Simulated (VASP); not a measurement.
K3Ba:

```xyz
4
Lattice="0.0000 5.2436 5.2436 5.2436 0.0000 5.2436 5.2436 5.2436 0.0000" Properties=species:S:1:pos:R:3 pbc="T T T"
K     2.6218    2.6218    2.6218
K     7.8654    7.8654    7.8654
K     5.2436    5.2436    5.2436
Ba    0.0000    0.0000    0.0000
```

| Quantity | Value |
| --- | --- |
| Program | VASP 6.6.1 |
| Task | relaxation of cell and atoms |
| Functional | LDA |
| Potentials or basis | VASP PAW LDA potentials, release 64 (K_sv, Ba_sv) |
| Cutoff | 600 eV |
| k mesh | 3 × 3 × 3 |
| Occupations | methfessel-paxton, width 0.1 eV |
| Spin | no spin polarisation |

At the start: pressure -0.7 GPa; volume 72.09 Å³/atom.

Problem. Where does the relaxation end?

Solution. Over 4 steps the energy falls by 23.9 meV/atom and the volume is 61.94 Å³/atom (-14.1 %); space group Fm-3m (No. 225, to 0.05 Å).

The path:
```csv
step,energy change (eV),largest force (eV/Å),pressure (GPa),volume (Å³)
1,0.0000,0.0000,-0.68,288.35
2,-0.0478,0.0000,-0.52,275.69
3,-0.0930,0.0000,-0.14,254.49
4,-0.0956,0.0000,0.02,247.76
```

Final structure:
```
K Ba
1.0
     0.00000    4.98502    4.98502
     4.98502    0.00000    4.98502
     4.98502    4.98502    0.00000
K Ba
3 1
Cartesian
  2.4925 2.4925 2.4925
  7.4775 7.4775 7.4775
  4.9850 4.9850 4.9850
  9.9700 9.9700 9.9700
```
